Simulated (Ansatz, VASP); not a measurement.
# One calculation of Cr, two programs

```xyz
1
Lattice="0.0000 1.8314 1.8314 1.8314 0.0000 1.8314 1.8314 1.8314 0.0000" Properties=species:S:1:pos:R:3 pbc="T T T"
Cr    0.0000    0.0000    0.0000
```

Alike in both runs: functional BLYP; k mesh 15 × 15 × 15; occupations fermi-dirac, width 0.1 eV; no spin polarisation.

Ansatz relaxed the structure, and its values are those at the end. VASP's run is a single point on that final structure, the one shown.

```csv
,VASP,Ansatz
version,VASP 6.6.1,Ansatz 0.2.0
potentials or method,"VASP PAW PBE potentials, release 64 (Cr_pv), cutoff 500 eV","plane waves (420 eV) with PAW, scalar-relativistic"
valence electrons in the cell,12,14
```

Ansatz gave:

- pressure (GPa): 0.0

Question: Which values does VASP return?

Answer: Pressure (GPa): -0.2.

VASP's potentials were made for PBE, not for BLYP. The functional is the same, so the differences come from potentials, cutoffs and numerics. VASP's potentials hold 12 valence electrons a cell and Ansatz's 14, so a difference there can come from the potentials and not from the codes.
